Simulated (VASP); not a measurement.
# HfF5 (Pmmm) in VASP: a series of runs, part 2 of 3

VASP 6.6.1. Earlier steps stand in the parts before.

## 3. Single point, PBE

This run uses another cell than the first one, of 19.27 Å³/atom.

Contents of INCAR:

```
  PREC = Accurate
  ENCUT = 520
  EDIFF = 1E-7
  ISMEAR = 0
  SIGMA = 0.1
  LREAL = False
  LASPH = True
  NELM = 60
  ALGO = Normal
  ISIF = 2
  LWAVE = False
  LCHARG = False
  GGA = PE
  NBANDS = 32
```

Contents of KPOINTS:

```
Automatic mesh
0
Gamma
  4 4 4
```

Contents of POSCAR:

```
HfF5
1.0
    4.1579327702      0.0000000000      0.0000000000
    0.0000000000      3.9624250529      0.0000000000
    0.0000000000      0.0000000000      7.0168581428
Hf F
1 5
Direct
    0.0000000000      0.5000000000      0.5000000000
    0.0000000000      0.5000000000      0.2114184642
    0.0000000000      0.5000000000      0.7885815358
    0.5000000000      0.5000000000      0.5000000000
    0.0000000000      0.0000000000      0.3505264831
    0.0000000000      0.0000000000      0.6494735169
```

Potentials or basis: VASP PAW PBE potentials, release 64 (Hf_pv, F).

Run with:

```sh
> cat potpaw_PBE.64/Hf_pv/POTCAR potpaw_PBE.64/F/POTCAR > POTCAR
> mpirun -np 1 vasp_std > vasp.out
```

OUTCAR:

```text
PREC = Accurate
   ENCUT = 520
   EDIFF = 1E-7
   ISMEAR = 0
   LREAL = False
   LASPH = True
   NELM = 60
   ISIF = 2
   GGA = PE

 ion  position               nearest neighbor table
   1  0.000  0.500  0.500-   2 2.02   3 2.02   4 2.08   4 2.08   6 2.24   5 2.24   6 2.24   5 2.24

   2  0.000  0.500  0.211-   1 2.02
   3  0.000  0.500  0.789-   1 2.02
   4  0.500  0.500  0.500-   1 2.08   1 2.08
   5  0.000  0.000  0.351-   1 2.24   1 2.24
   6  0.000  0.000  0.649-   1 2.24   1 2.24

  LATTYP: Found a simple orthorhombic cell.
 ALAT       =     3.9624250529
 B/A-ratio  =     1.0493404202
 C/A-ratio  =     1.7708494291

  Lattice vectors:

 A1 = (   0.0000000000,  -3.9624250529,   0.0000000000)
 A2 = (   4.1579327702,   0.0000000000,   0.0000000000)
 A3 = (   0.0000000000,   0.0000000000,   7.0168581428)

Analysis of symmetry for initial positions (statically):
=====================================================================
 Subroutine PRICEL returns:
 Original cell was already a primitive cell.

 Routine SETGRP: Setting up the symmetry group for a
 simple orthorhombic supercell.

 Subroutine GETGRP returns: Found  8 space group operations
 (whereof  8 operations were pure point group operations)
 out of a pool of  8 trial point group operations.

The static configuration has the point symmetry D_2h.

Analysis of symmetry for dynamics (positions and initial velocities):
=====================================================================
 Subroutine PRICEL returns:
 Original cell was already a primitive cell.

 Routine SETGRP: Setting up the symmetry group for a
 simple orthorhombic supercell.

 Subroutine GETGRP returns: Found  8 space group operations
 (whereof  8 operations were pure point group operations)
 out of a pool of  8 trial point group operations.

The dynamic configuration has the point symmetry D_2h.

 Subroutine INISYM returns: Found  8 space group operations
 (whereof  8 operations are pure point group operations),
 and found     1 'primitive' translations

----------------------------------------------------------------------------------------

                                     Primitive cell

  volume of cell :     115.6062

  direct lattice vectors                    reciprocal lattice vectors
     4.157932770  0.000000000  0.000000000     0.240504129  0.000000000  0.000000000
     0.000000000  3.962425053  0.000000000     0.000000000  0.252370704  0.000000000
     0.000000000  0.000000000  7.016858143     0.000000000  0.000000000  0.142513926

  length of vectors
     4.157932770  3.962425053  7.016858143     0.240504129  0.252370704  0.142513926

  position of ions in fractional coordinates (direct lattice)
     0.000000000  0.500000000  0.500000000
     0.000000000  0.500000000  0.211418464
     0.000000000  0.500000000  0.788581536
     0.500000000  0.500000000  0.500000000
     0.000000000  0.000000000  0.350526483
     0.000000000  0.000000000  0.649473517

  ion indices of the primitive-cell ions
   primitive index   ion index
                 1           1
                 2           2
                 3           3
                 4           4
                 5           5
[... 19 lines left out ...]

  Shift w.r.t. Gamma in fractional coordinates (k-lattice)
     0.000000000  0.000000000  0.000000000

 Subroutine IBZKPT returns following result:
 ===========================================

 Found     27 irreducible k-points:

 Following reciprocal coordinates:
            Coordinates               Weight
  0.000000  0.000000  0.000000      1.000000
  0.250000  0.000000  0.000000      2.000000
  0.500000  0.000000  0.000000      1.000000
  0.000000  0.250000  0.000000      2.000000
  0.250000  0.250000  0.000000      4.000000
  0.500000  0.250000  0.000000      2.000000
[... 16 lines left out ...]
  0.250000  0.250000  0.500000      4.000000
  0.500000  0.250000  0.500000      2.000000
 [... further k-points ...]
   k-points           NKPTS =     27   k-points in BZ     NKDIM =     27   number of bands    NBANDS=     32
   number of dos      NEDOS =    301   number of ions     NIONS =      6
   total plane-waves  NPLWV =  51840
   dimension x,y,z NGX =    32 NGY =   30 NGZ =   54
   dimension x,y,z NGXF=    64 NGYF=   60 NGZF=  108
   ions per type =               1   5
   NGX,Y,Z   is equivalent  to a cutoff of  12.79, 12.59, 12.79 a.u.
   NGXF,Y,Z  is equivalent  to a cutoff of  25.59, 25.17, 25.59 a.u.
 SYSTEM =  unknown system
   PREC   = accura    normal or accurate (medium, high low for compatibility)
   ISTART =      0    job   : 0-new  1-cont  2-samecut
   ICHARG =      2    charge: 1-file 2-atom 10-const
   ISPIN  =      1    spin polarized calculation?
   LNONCOLLINEAR =      F non collinear calculations
   LSORBIT =      F    spin-orbit coupling
   LASPH  =      T    aspherical Exc in radial PAW
   ENCUT  =  520.0 eV  38.22 Ry    6.18 a.u.   7.73  7.37 13.05*2*pi/ulx,y,z
   NELM   =     60;   NELMIN=  2; NELMDL= -5     # of ELM steps
   EDIFF  = 0.1E-06   stopping-criterion for ELM
   LREAL  =      F    real-space projection
   EDIFFG = 0.1E-05   stopping-criterion for IOM
   NSW    =      0    number of steps for IOM
   IBRION =     -1    ionic relax: 0-MD 1-quasi-New 2-CG
   NFREE  =      0    steps in history (QN), initial steepest desc. (CG)
   ISIF   =      2    stress and relaxation
   ISYM   =      2    0-nonsym 1-usesym 2-fastsym
   POTIM  = 0.5000    time-step for ionic-motion
   TEBEG  =    0.0;   TEEND  =   0.0 temperature during run
   PSTRESS=    0.0 pullay stress
   NELECT =      45.0000    total number of electrons
   NUPDOWN=      -1.0000    fix difference up-down
   EMIN   =  10.00;   EMAX   =-10.00  energy-range for DOS
   EFERMI =   0.00;   METHOD = LEGACY
   ISMEAR =     0;   SIGMA  =   0.10  broadening in eV -4-tet -1-fermi 0-gaus
   EFERMI_NEDOS =   21; number of points for ismear=-14 and -15
   IALGO  =     38    algorithm
   IMIX   =      4    mixing-type and parameters
     AMIX     =   0.40;   BMIX     =  1.00
     AMIX_MAG =   1.60;   BMIX_MAG =  1.00
  volume/ion in A,a.u.               =      19.27       130.02
  Fermi-wavevector in a.u.,A,eV,Ry     =   1.195323  2.258833 19.439963  1.428797
  Thomas-Fermi vector in A             =   2.331291
   LORBIT       =      0    0 simple, 1 ext, 2 COOP (PROOUT), +10 PAW based schemes
   GGA     = PE    functional components
   LHFCALC =     F    Hartree Fock is set to
   AEXX    =    0.0000 exact exchange contribution
   IVDW    =     0    specifies the selected vdW correction
   LEPSILON=     F    determine dielectric tensor
   LRPA    =     F    only Hartree local field effects (RPA)
 non-spin polarized calculation
 Gauss-broadening in eV      SIGMA  =   0.10
  energy-cutoff  :      520.00
  volume of cell :      115.61
 maximum number of plane-waves:      3140
 NGX is ok and might be reduce to    32
   NGX = 15   NGY = 15   NGZ = 27

 number of electron      44.9999983 magnetization

 Free energy of the ion-electron system (eV)
  ---------------------------------------------------
  ext. energy  EPLUGINS =         0.00000000
  ---------------------------------------------------
  free energy    TOTEN  =       -35.81835955 eV

  energy without entropy =      -35.78939190  energy(sigma->0) =      -35.80387572

 E-fermi :  -4.1042     XC(G=0):  -7.2945

 val. band max:       -4.1173753782   @ k =   0.5000   0.0000   0.0000
 cond. band min:      -4.0492451160   @ k =   0.0000   0.2500   0.5000
 fundamental gap:      0.0681302622
 Fermi energy:        -4.1042076449

 k-point     1 :       0.0000    0.0000    0.0000
  band No.  band energies     occupation
      1     -34.0466      2.00000
      2     -33.8751      2.00000
      3     -33.8459      2.00000
      4     -26.8321      2.00000
      5     -26.0729      2.00000
      6     -24.8698      2.00000
[... 829 lines left out ...]
     31       7.9992      0.00000
     32       8.5819      0.00000

 [... further k-points ...]
[... 5 lines left out ...]
  --------------------------------------------------------------------------------------
  -------------------------------------------------------------------------------------
  Total       -1.0038228     -0.8689140     -0.8389119     -0.0000000      0.0000000      0.0000000
  in kB      -13.9118987    -12.0422083    -11.6264127     -0.0000000      0.0000000      0.0000000
  external PRESSURE =     -12.5268399 kB  Pullay stress =       0.0000000 kB

 VOLUME and BASIS-vectors are now :
 -----------------------------------------------------------------------------
  energy-cutoff  :      520.00
  volume of cell :      115.61
      direct lattice vectors                 reciprocal lattice vectors
     4.157932770  0.000000000  0.000000000     0.240504129  0.000000000  0.000000000
     0.000000000  3.962425053  0.000000000     0.000000000  0.252370704  0.000000000
     0.000000000  0.000000000  7.016858143     0.000000000  0.000000000  0.142513926

 POSITION                                       TOTAL-FORCE (eV/Angst)
 -----------------------------------------------------------------------------------
      0.00000      1.98121      3.50843         0.000000      0.000000      0.000000
      0.00000      1.98121      1.48349         0.000000      0.000000      0.168674
      0.00000      1.98121      5.53336         0.000000      0.000000     -0.168674
      2.07897      1.98121      3.50843         0.000000      0.000000      0.000000
      0.00000      0.00000      2.45959         0.000000      0.000000      0.081060
      0.00000      0.00000      4.55726         0.000000     -0.000000     -0.081060
 -----------------------------------------------------------------------------------
    total drift:                                0.000000      0.000000      0.000000

  FREE ENERGIE OF THE ION-ELECTRON SYSTEM (eV)
  ---------------------------------------------------
  free  energy   TOTEN  =       -35.8183595469 eV

  energy  without entropy=      -35.7893918985  energy(sigma->0) =      -35.80387572
```

stdout:

```text
POSCAR found type information on POSCAR HfF
 POSCAR found :  2 types and       6 ions
 scaLAPACK will be used
 LDA part: xc-table for (Slater+PW92), standard interpolation
 POSCAR, INCAR and KPOINTS ok, starting setup
 FFT: planning ... GRIDC
 FFT: planning ... GRID_SOFT
 FFT: planning ... GRID
 WAVECAR not read
 entering main loop
```

Wall time 3.4 min (1 thread of Intel Xeon 8259CL, shared host); peak memory 0.26 GiB.

Results:

- Free energy: -35.8184 eV
- Pressure: -1.3 GPa
- Largest force: 0.169 eV/Å
- Band gap on the k mesh: zero (an odd number of electrons rules out a gap without spin polarisation)

Forces in eV/Å, atoms in the order of the input:
```
Hf   0.000  0.000  0.000
F    0.000  0.000  0.169
F    0.000  0.000 -0.169
F    0.000  0.000  0.000
F    0.000  0.000  0.081
F    0.000  0.000 -0.081
```

Stress tensor (GPa, compression positive):
```
-1.39  0.00  0.00
 0.00 -1.20  0.00
 0.00  0.00 -1.16
```

Caveat: the k points lie up to 0.40 Å⁻¹ apart, too coarse for converged energies and pressures of a metal; spin-orbit coupling is left out, which moves the levels of the heavy elements; an odd number of electrons without spin polarisation forces a metal; a magnetic or distorted state may lie lower.

## 4. Relaxation of cell and atoms, PBE

Contents of INCAR:

```
ALGO = Normal ; EDIFF = 1E-6
EDIFFG = -0.04 ; ENCUT = 600
GGA = PE ; IBRION = 2
ISIF = 3 ; ISMEAR = 0
LASPH = T ; LCHARG = F
LREAL = F ; LWAVE = F
NELM = 100 ; NSW = 90
PREC = Accurate ; SIGMA = 0.1
```

Contents of KPOINTS:

```
k-points
0
Gamma
  4 4 4
```

Contents of POSCAR:

```
HfF5
1.0
    3.7725858800      0.0000000000      0.0000000000
    0.0000000000      4.0567594200      0.0000000000
    0.0000000000      0.0000000000      5.0425377200
Hf F
1 5
Direct
    0.0000000000      0.5000000000      0.5000000000
    0.0000000000      0.5000000000      0.1097007900
    0.0000000000      0.5000000000      0.8902992100
    0.5000000000      0.5000000000      0.5000000000
    0.0000000000      0.0000000000      0.1821982400
    0.0000000000      0.0000000000      0.8178017600
```

Run with:

```sh
> cat potpaw_PBE.64/Hf_pv/POTCAR potpaw_PBE.64/F/POTCAR > POTCAR
> mpirun -np 1 vasp_std > vasp.out
```

Wall time 49 min (1 thread of Intel Xeon 8259CL, shared host); peak memory 0.24 GiB.

It converged, with:

| Quantity | Value |
| --- | --- |
| Free energy | -35.4852 eV |
| Relaxed volume | 17.08 Å³/atom |
| Relaxed cell | a = 4.111 Å, b = 3.951 Å, c = 6.309 Å, α = 90.00°, β = 90.00°, γ = 90.00° |
| Space group after relaxing (to 0.1 Å) | Pmmm (No. 47) |
| Pressure after relaxing | 0.0 GPa |
| Largest force after relaxing | 0.040 eV/Å |
| Band gap on the k mesh | zero (an odd number of electrons rules out a gap without spin polarisation) |

Forces in eV/Å, atoms in the order of the input:
```
Hf   0.000  0.000  0.000
F    0.000  0.000  0.040
F    0.000  0.000 -0.040
F    0.000  0.000  0.000
F    0.000  0.000 -0.002
F    0.000  0.000  0.002
```

Final structure:
```
CELL_PARAMETERS angstrom
4.11063 0.00000 0.00000
0.00000 3.95105 0.00000
0.00000 0.00000 6.30888
ATOMIC_POSITIONS crystal
Hf 0.00000 0.50000 0.50000
F 0.00000 0.50000 0.18431
F 0.00000 0.50000 0.81569
F 0.50000 0.50000 0.50000
F 0.00000 0.00000 0.33327
F 0.00000 0.00000 0.66673
```

Levels at points of the mesh, in eV from the Fermi level:
| k point | band 20 | band 21 | band 22 | band 23 | band 24 | band 25 | band 26 | band 27 |
| --- | --- | --- | --- | --- | --- | --- | --- | --- |
| (0.00, 0.00, 0.00) | -0.76 | -0.42 | -0.32 | 0.05 | 4.47 | 5.86 | 6.48 | 7.53 |
| (0.50, 0.00, 0.00) | -0.76 | -0.43 | -0.32 | 0.05 | 5.69 | 6.85 | 8.08 | 8.40 |
| (0.00, 0.50, 0.00) | -1.37 | -0.89 | -0.29 | -0.23 | 5.22 | 5.63 | 6.75 | 7.30 |
| (0.50, 0.50, 0.00) | -1.18 | -0.90 | -0.28 | -0.23 | 6.25 | 6.64 | 6.84 | 8.25 |
| (0.00, 0.00, 0.50) | -0.90 | -0.78 | -0.19 | -0.09 | 4.47 | 5.78 | 6.72 | 7.59 |
| (0.50, 0.00, 0.50) | -1.00 | -0.77 | -0.18 | -0.09 | 5.69 | 6.78 | 8.13 | 8.37 |
| (0.00, 0.50, 0.50) | -1.56 | -1.08 | -0.65 | -0.34 | 5.22 | 5.55 | 6.69 | 7.35 |
| (0.50, 0.50, 0.50) | -1.46 | -1.22 | -0.66 | -0.33 | 6.25 | 6.57 | 6.78 | 8.40 |

Caveat: the k points lie up to 0.40 Å⁻¹ apart in the final cell, too coarse for converged energies and pressures of a metal; the standard files for N, O and F lose accuracy on very short bonds; the volume moved by over 15 % at a fixed basis, so the end points are rough; spin-orbit coupling is left out, which moves the levels of the heavy elements; an odd number of electrons without spin polarisation forces a metal; a magnetic or distorted state may lie lower.

[end of part 2 of 3]

The gap in the log of VASP goes by the Fermi energy; the results here count the filled bands.